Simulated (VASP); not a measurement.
# SnO2 (R-3m) in VASP: a series of runs

The runs below take SnO2 through single point, relaxation of cell and atoms, with PBEsol, LDA, RPBE.

Everything below comes from runs of VASP 6.6.1. Logs are shortened: lines on timing, memory, paths and dates and some standing lists are left out, and cuts for length are marked.

## Step 1: The cell of the first run

The structure is trigonal, space group R-3m (No. 166). Conventional cell: a = 3.234 Å, b = 3.234 Å, c = 14.402 Å, α = 90.00°, β = 90.00°, γ = 120.00°. Within 2.8 Å of Sn (site symmetry -3m) lie 6 O at 2.13 Å. O (site symmetry 3m) has 3 Sn at 2.13 Å and 3 O at 2.76 Å within 2.8 Å.

## Step 2: Single point, PBEsol

File INCAR:

```
SYSTEM = SnO2
  PREC = Accurate
  ENCUT = 520
  EDIFF = 1E-6
  ISMEAR = -1
  SIGMA = 0.05
  LREAL = .False.
  LASPH = .True.
  NELM = 60
  ALGO = Normal
  ISIF = 2
  LWAVE = .False.
  LCHARG = .True.
  GGA = PS
  LELF = .True.
  LVHAR = .True.
  NBANDS = 20
```

File KPOINTS:

```
Automatic mesh
0
Gamma
  10 10 10
  0 0 0
```

File POSCAR:

```
SnO2
1.0
    1.6170930752      0.9336291223      4.8005925840
   -1.6170930752      0.9336291223      4.8005925840
    0.0000000000     -1.8672582446      4.8005925840
Sn O
1 2
Direct
    0.5000000000      0.5000000000      0.5000000000
    0.7628300000      0.7628300000      0.7628300000
    0.2371700000      0.2371700000      0.2371700000
```

Potentials or basis: VASP PAW PBE potentials, release 64 (Sn_d, O).

On the command line:

```bash
$ cat potpaw_PBE.64/Sn_d/POTCAR potpaw_PBE.64/O/POTCAR > POTCAR
$ mpirun -np 1 vasp_std > vasp.out
```

OUTCAR:

```text
SYSTEM = SnO2
   PREC = Accurate
   ENCUT = 520
   EDIFF = 1E-6
   ISMEAR = -1
   LREAL = .False.
   LASPH = .True.
   NELM = 60
   ISIF = 2
   GGA = PS

 ion  position               nearest neighbor table
   1  0.500  0.500  0.500-   3 2.13   3 2.13   2 2.13   2 2.13   3 2.13   2 2.13
   2  0.763  0.763  0.763-   1 2.13   1 2.13   1 2.13
   3  0.237  0.237  0.237-   1 2.13   1 2.13   1 2.13

  LATTYP: Found a trigonal (rhomboedric) cell.
 ALAT       =     5.1509554948
 COS(alpha) =     0.8028828391

  Lattice vectors:

 A1 = (   1.6170930752,   0.9336291223,   4.8005925840)
 A2 = (  -1.6170930752,   0.9336291223,   4.8005925840)
 A3 = (   0.0000000000,  -1.8672582446,   4.8005925840)

Analysis of symmetry for initial positions (statically):
=====================================================================
 Subroutine PRICEL returns:
 Original cell was already a primitive cell.

 Routine SETGRP: Setting up the symmetry group for a
 trigonal (rhombohedral) supercell.

 Subroutine GETGRP returns: Found 12 space group operations
 (whereof 12 operations were pure point group operations)
 out of a pool of 12 trial point group operations.

The static configuration has the point symmetry D_3d.

Analysis of symmetry for dynamics (positions and initial velocities):
=====================================================================
 Subroutine PRICEL returns:
 Original cell was already a primitive cell.

 Routine SETGRP: Setting up the symmetry group for a
 trigonal (rhombohedral) supercell.

 Subroutine GETGRP returns: Found 12 space group operations
 (whereof 12 operations were pure point group operations)
 out of a pool of 12 trial point group operations.

The dynamic configuration has the point symmetry D_3d.

 Subroutine INISYM returns: Found 12 space group operations
 (whereof 12 operations are pure point group operations),
 and found     1 'primitive' translations

----------------------------------------------------------------------------------------

                                     Primitive cell

  volume of cell :      43.4866

  direct lattice vectors                    reciprocal lattice vectors
     1.617093075  0.933629122  4.800592584     0.309196797  0.178514854  0.069435872
    -1.617093075  0.933629122  4.800592584    -0.309196797  0.178514854  0.069435872
     0.000000000 -1.867258245  4.800592584     0.000000000 -0.357029708  0.069435872

  length of vectors
     5.150955495  5.150955495  5.150955495     0.363719058  0.363719058  0.363719058

  position of ions in fractional coordinates (direct lattice)
     0.500000000  0.500000000  0.500000000
     0.762830000  0.762830000  0.762830000
     0.237170000  0.237170000  0.237170000

  ion indices of the primitive-cell ions
   primitive index   ion index
                 1           1
                 2           2
                 3           3

----------------------------------------------------------------------------------------

 KPOINTS: Automatic mesh

Automatic generation of k-mesh.
 Grid dimensions read from file:
 generate k-points for:   10   10   10

 Generating k-lattice:

  Cartesian coordinates                     Fractional coordinates (reciprocal lattice)
     0.030919680  0.017851485  0.006943587     0.100000000  0.000000000 -0.000000000
    -0.030919680  0.017851485  0.006943587     0.000000000  0.100000000 -0.000000000
     0.000000000 -0.035702971  0.006943587    -0.000000000 -0.000000000  0.100000000

  Length of vectors
     0.036371906  0.036371906  0.036371906

  Shift w.r.t. Gamma in fractional coordinates (k-lattice)
     0.000000000  0.000000000  0.000000000

 Subroutine IBZKPT returns following result:
 ===========================================

 Found    116 irreducible k-points:

 Following reciprocal coordinates:
            Coordinates               Weight
  0.000000  0.000000  0.000000      1.000000
  0.100000  0.000000  0.000000      6.000000
  0.200000  0.000000  0.000000      6.000000
  0.300000  0.000000 -0.000000      6.000000
  0.400000  0.000000 -0.000000      6.000000
  0.500000  0.000000  0.000000      3.000000
[... 16 lines left out ...]
  0.300000  0.300000  0.000000      6.000000
  0.400000  0.300000  0.000000     12.000000
 [... further k-points ...]
   k-points           NKPTS =    116   k-points in BZ     NKDIM =    116   number of bands    NBANDS=     20
   number of dos      NEDOS =    301   number of ions     NIONS =      3
   total plane-waves  NPLWV =  64000
   dimension x,y,z NGX =    40 NGY =   40 NGZ =   40
   dimension x,y,z NGXF=    80 NGYF=   80 NGZF=   80
   ions per type =               1   2
   NGX,Y,Z   is equivalent  to a cutoff of  12.91, 12.91, 12.91 a.u.
   NGXF,Y,Z  is equivalent  to a cutoff of  25.82, 25.82, 25.82 a.u.
 SYSTEM =  SnO2
   PREC   = accura    normal or accurate (medium, high low for compatibility)
   ISTART =      0    job   : 0-new  1-cont  2-samecut
   ICHARG =      2    charge: 1-file 2-atom 10-const
   ISPIN  =      1    spin polarized calculation?
   LNONCOLLINEAR =      F non collinear calculations
   LSORBIT =      F    spin-orbit coupling
   LASPH  =      T    aspherical Exc in radial PAW
   ENCUT  =  520.0 eV  38.22 Ry    6.18 a.u.   9.58  9.58  9.58*2*pi/ulx,y,z
   NELM   =     60;   NELMIN=  2; NELMDL= -5     # of ELM steps
   EDIFF  = 0.1E-05   stopping-criterion for ELM
   LREAL  =      F    real-space projection
   EDIFFG = 0.1E-04   stopping-criterion for IOM
   NSW    =      0    number of steps for IOM
   IBRION =     -1    ionic relax: 0-MD 1-quasi-New 2-CG
   NFREE  =      0    steps in history (QN), initial steepest desc. (CG)
   ISIF   =      2    stress and relaxation
   ISYM   =      2    0-nonsym 1-usesym 2-fastsym
   POTIM  = 0.5000    time-step for ionic-motion
   TEBEG  =    0.0;   TEEND  =   0.0 temperature during run
   PSTRESS=    0.0 pullay stress
   NELECT =      26.0000    total number of electrons
   NUPDOWN=      -1.0000    fix difference up-down
   EMIN   =  10.00;   EMAX   =-10.00  energy-range for DOS
   EFERMI =   0.00;   METHOD = LEGACY
   ISMEAR =    -1;   SIGMA  =   0.05  broadening in eV -4-tet -1-fermi 0-gaus
   EFERMI_NEDOS =   21; number of points for ismear=-14 and -15
   IALGO  =     38    algorithm
   IMIX   =      4    mixing-type and parameters
     AMIX     =   0.40;   BMIX     =  1.00
     AMIX_MAG =   1.60;   BMIX_MAG =  1.00
  volume/ion in A,a.u.               =      14.50        97.82
  Fermi-wavevector in a.u.,A,eV,Ry     =   1.379158  2.606231 25.879336  1.902078
  Thomas-Fermi vector in A             =   2.504154
   LORBIT       =      0    0 simple, 1 ext, 2 COOP (PROOUT), +10 PAW based schemes
   GGA     = PS    functional components
   LHFCALC =     F    Hartree Fock is set to
   AEXX    =    0.0000 exact exchange contribution
   IVDW    =     0    specifies the selected vdW correction
   LEPSILON=     F    determine dielectric tensor
   LRPA    =     F    only Hartree local field effects (RPA)
 non-spin polarized calculation
  energy-cutoff  :      520.00
  volume of cell :       43.49
 maximum number of plane-waves:      1190
 NGX is ok and might be reduce to    40
   NGX = 19   NGY = 19   NGZ = 19

 number of electron      26.0000004 magnetization

 Free energy of the ion-electron system (eV)
  ---------------------------------------------------
  ext. energy  EPLUGINS =         0.00000000
  ---------------------------------------------------
  free energy    TOTEN  =       -19.29710490 eV

  energy without entropy =      -19.29710490  energy(sigma->0) =      -19.29710490

 E-fermi :   4.2245     XC(G=0): -10.2194

 val. band max:        3.1855339951   @ k =  -0.2000   0.2000   0.0000
 cond. band min:       5.0300657454   @ k =   0.0000   0.0000   0.0000
 fundamental gap:      1.8445317503
 Fermi energy:         4.2245024120

 k-point     1 :       0.0000    0.0000    0.0000
  band No.  band energies     occupation
      1     -16.7295      2.00000
      2     -16.5113      2.00000
      3     -16.5113      2.00000
      4     -16.3273      2.00000
      5     -16.3273      2.00000
      6     -14.6963      2.00000
[... 12 lines left out ...]
     19      20.1562      0.00000
     20      20.1563      0.00000

 k-point     2 :       0.1000    0.0000    0.0000
  band No.  band energies     occupation
      1     -16.6947      2.00000
      2     -16.5849      2.00000
      3     -16.4907      2.00000
      4     -16.3471      2.00000
      5     -16.3274      2.00000
      6     -14.6257      2.00000
[... 12 lines left out ...]
     19      18.2771      0.00000
     20      20.2150      0.00000

 k-point     3 :       0.2000    0.0000    0.0000
  band No.  band energies     occupation
      1     -16.8237      2.00000
      2     -16.5644      2.00000
      3     -16.4459      2.00000
      4     -16.3755      2.00000
      5     -16.3179      2.00000
      6     -14.4035      2.00000
[... 12 lines left out ...]
     19      16.8401      0.00000
     20      20.4657      0.00000

 k-point     4 :       0.3000    0.0000   -0.0000
  band No.  band energies     occupation
      1     -17.0578      2.00000
      2     -16.4800      2.00000
      3     -16.4213      2.00000
      4     -16.3741      2.00000
      5     -16.2736      2.00000
      6     -14.0459      2.00000
[... 12 lines left out ...]
     19      15.9936      0.00000
     20      19.1079      0.00000

 k-point     5 :       0.4000    0.0000   -0.0000
  band No.  band energies     occupation
      1     -17.2296      2.00000
      2     -16.4726      2.00000
      3     -16.4208      2.00000
      4     -16.3202      2.00000
      5     -16.2171      2.00000
      6     -13.6672      2.00000
[... 12 lines left out ...]
     19      15.8470      0.00000
     20      17.4889      0.00000
[... 353 lines left out ...]
      6     -13.2407      2.00000
[... 12 lines left out ...]
     19      16.4527      0.00000
     20      17.2111      0.00000

 k-point    22 :      -0.2000    0.2000    0.0000
  band No.  band energies     occupation
      1     -17.0309      2.00000
      2     -16.6215      2.00000
      3     -16.3993      2.00000
      4     -16.3946      2.00000
      5     -16.2540      2.00000
      6     -13.7350      2.00000
[... 12 lines left out ...]
     19      16.5475      0.00000
     20      17.9692      0.00000

 k-point    23 :       0.3000    0.3000    0.0000
  band No.  band energies     occupation
      1     -17.0564      2.00000
      2     -16.4792      2.00000
      3     -16.4210      2.00000
      4     -16.3746      2.00000
      5     -16.2736      2.00000
      6     -14.0484      2.00000
[... 12 lines left out ...]
     19      15.6808      0.00000
     20      21.0941      0.00000

 k-point    24 :       0.4000    0.3000    0.0000
  band No.  band energies     occupation
      1     -17.1248      2.00000
      2     -16.5166      2.00000
      3     -16.4354      2.00000
      4     -16.3538      2.00000
      5     -16.2450      2.00000
      6     -13.7374      2.00000
[... 12 lines left out ...]
     19      16.1627      0.00000
     20      19.9885      0.00000

 [... further k-points ...]
[... 5 lines left out ...]
  --------------------------------------------------------------------------------------
  -------------------------------------------------------------------------------------
  Total       -1.3899298     -1.3899298     -0.9784728      0.0000000     -0.0000000      0.0000000
  in kB      -51.2091955    -51.2091955    -36.0498802      0.0000000     -0.0000000      0.0000000
  external PRESSURE =     -46.1560904 kB  Pullay stress =       0.0000000 kB

 VOLUME and BASIS-vectors are now :
 -----------------------------------------------------------------------------
  energy-cutoff  :      520.00
  volume of cell :       43.49
      direct lattice vectors                 reciprocal lattice vectors
     1.617093075  0.933629122  4.800592584     0.309196797  0.178514854  0.069435872
    -1.617093075  0.933629122  4.800592584    -0.309196797  0.178514854  0.069435872
     0.000000000 -1.867258245  4.800592584     0.000000000 -0.357029708  0.069435872

 POSITION                                       TOTAL-FORCE (eV/Angst)
 -----------------------------------------------------------------------------------
      0.00000      0.00000      7.20089        -0.000000      0.000000      0.000000
      0.00000      0.00000     10.98611         0.000000      0.000000      0.346951
      0.00000      0.00000      3.41567         0.000000     -0.000000     -0.346951
 -----------------------------------------------------------------------------------
    total drift:                               -0.000000      0.000000      0.000000

  FREE ENERGIE OF THE ION-ELECTRON SYSTEM (eV)
  ---------------------------------------------------
  free  energy   TOTEN  =       -19.2971049003 eV

  energy  without entropy=      -19.2971048999  energy(sigma->0) =      -19.29710490
```

Wall time 2.6 min (1 thread of Intel Xeon Platinum 8488C (Sapphire Rapids), shared host); peak memory 0.29 GiB.

What came out:

- Free energy: -19.2971 eV
- Pressure: -4.6 GPa
- Largest force: 0.347 eV/Å
- Band gap on the k mesh: 1.84 eV, indirect (least direct gap 1.97 eV)

Forces on the atoms (eV/Å):
```
Sn   0.000  0.000  0.000
O    0.000  0.000  0.347
O    0.000  0.000 -0.347
```

Stress tensor (GPa, compression positive):
```
-5.12  0.00  0.00
 0.00 -5.12  0.00
 0.00  0.00 -3.60
```

Caveat: the PAW data sets were made with another functional, which shifts forces and pressure a little; spin-orbit coupling is left out, which moves the levels of the heavy elements. A k mesh can miss the band edges.

## Step 3: Single point, PBEsol

This run uses another cell than the first one, of 14.79 Å³/atom, 1.020 times its volume.

File INCAR:

```
PREC     = Accurate       # precision mode
ENCUT    = 520            # plane-wave cutoff, eV
EDIFF    = 1E-7           # SCF threshold, eV
ISMEAR   = -1             # smearing method
SIGMA    = 0.05           # smearing width, eV
LREAL    = F              # projectors in reciprocal space
LASPH    = T              # aspherical terms in the spheres
NELM     = 80             # most SCF steps
ALGO     = Normal         # electronic algorithm
ISIF     = 2              # what is computed and relaxed
LWAVE    = F              # write WAVECAR
LCHARG   = F              # write CHGCAR
GGA      = PS             # functional
NBANDS   = 20             # bands
```

File KPOINTS:

```
Automatic mesh
0
Gamma
  10 10 10
```

File POSCAR:

```
SnO2
1.0
    1.6278026130      0.9398122768      4.8323855144
   -1.6278026130      0.9398122768      4.8323855144
    0.0000000000     -1.8796245536      4.8323855144
Sn O
1 2
Direct
    0.5000000000      0.5000000000      0.5000000000
    0.7628300000      0.7628300000      0.7628300000
    0.2371700000      0.2371700000      0.2371700000
```

Potentials or basis: VASP PAW PBE potentials, release 64 (Sn_d, O).

On the command line:

```bash
$ cat potpaw_PBE.64/Sn_d/POTCAR potpaw_PBE.64/O/POTCAR > POTCAR
$ mpirun -np 1 vasp_std > vasp.out
```

It took 2.9 min on 1 thread of Intel Xeon Platinum 8488C (Sapphire Rapids), shared host; peak memory 0.29 GiB.

It converged, with:

```yaml
Free_energy: -19.2662 eV
Pressure: -7.1 GPa
Largest_force: 0.541 eV/Å
Band_gap_on_the_k_mesh: 1.73 eV, indirect (least direct gap 1.83 eV)
```

Forces on the atoms (eV/Å):
```
Sn   0.000  0.000  0.000
O    0.000  0.000  0.541
O    0.000  0.000 -0.541
```

Stress tensor (GPa, compression positive):
```
-8.16  0.00  0.00
 0.00 -8.16  0.00
 0.00  0.00 -5.06
```

Levels at points of the mesh, in eV from the valence-band top:
```tsv
k point	band 10	band 11	band 12	band 13	band 14	band 15	band 16	band 17
(0.00, 0.00, 0.00)	-1.26	-0.90	-0.90	-0.11	1.73	5.47	10.69	10.69
(0.50, 0.00, 0.00)	-2.92	-1.45	-0.60	-0.55	5.04	7.45	9.78	12.02
(0.50, 0.50, 0.00)	-3.00	-1.13	-0.47	-0.03	4.78	6.66	10.40	11.05
(0.50, 0.50, 0.50)	-1.32	-1.22	-0.86	-0.86	2.97	5.40	10.86	10.86
```

Caveat: the PAW data sets were made with another functional, which shifts forces and pressure a little; spin-orbit coupling is left out, which moves the levels of the heavy elements. As with any semilocal functional, this PBEsol gap is likely too small.

## Step 4: Single point, LDA

This run uses another cell than the first one, of 14.79 Å³/atom, 1.020 times its volume.

File INCAR:

```
ALGO = Normal
EDIFF = 1E-6
ENCUT = 520
ISIF = 2
ISMEAR = -1
LASPH = True
LCHARG = True
LELF = True
LREAL = False
LVHAR = True
LWAVE = False
NBANDS = 20
NELM = 80
PREC = Accurate
SIGMA = 0.05
```

File KPOINTS:

```
k-points
0
Gamma
  10 10 10
```

POSCAR is that of step 3.

Potentials or basis: VASP PAW LDA potentials, release 64 (Sn_d, O).

On the command line:

```bash
$ cat potpaw_LDA.64/Sn_d/POTCAR potpaw_LDA.64/O/POTCAR > POTCAR
$ mpirun -np 1 vasp_std > vasp.out
```

Run time: 2.4 min. Hardware: 1 thread of Intel Xeon Platinum 8488C (Sapphire Rapids), shared host; peak memory 0.25 GiB.

It converged, with:

| Quantity | Value |
| --- | --- |
| Free energy | -20.3858 eV |
| Pressure | -10.9 GPa |
| Largest force | 0.806 eV/Å |
| Band gap on the k mesh | 1.65 eV, indirect (least direct gap 1.76 eV) |

Forces in eV/Å, atoms in the order of the input:
```
Sn   0.000  0.000  0.000
O    0.000  0.000  0.806
O    0.000  0.000 -0.806
```

Stress tensor (GPa, compression positive):
```
-12.02   0.00   0.00
  0.00 -12.02   0.00
  0.00   0.00  -8.52
```

Levels at points of the mesh, in eV from the valence-band top:
```
           k point  band 10  band 11  band 12  band 13  band 14  band 15  band 16  band 17
(0.00, 0.00, 0.00)    -1.28    -0.91    -0.91    -0.11     1.65     5.40    10.56    10.56
(0.50, 0.00, 0.00)    -2.93    -1.45    -0.62    -0.56     4.95     7.37     9.62    11.96
(0.50, 0.50, 0.00)    -3.02    -1.13    -0.48    -0.03     4.68     6.57    10.27    10.86
(0.50, 0.50, 0.50)    -1.34    -1.27    -0.86    -0.86     2.91     5.34    10.73    10.73
```

Caveat: spin-orbit coupling is left out, which moves the levels of the heavy elements.

[end of part 1 of 2]
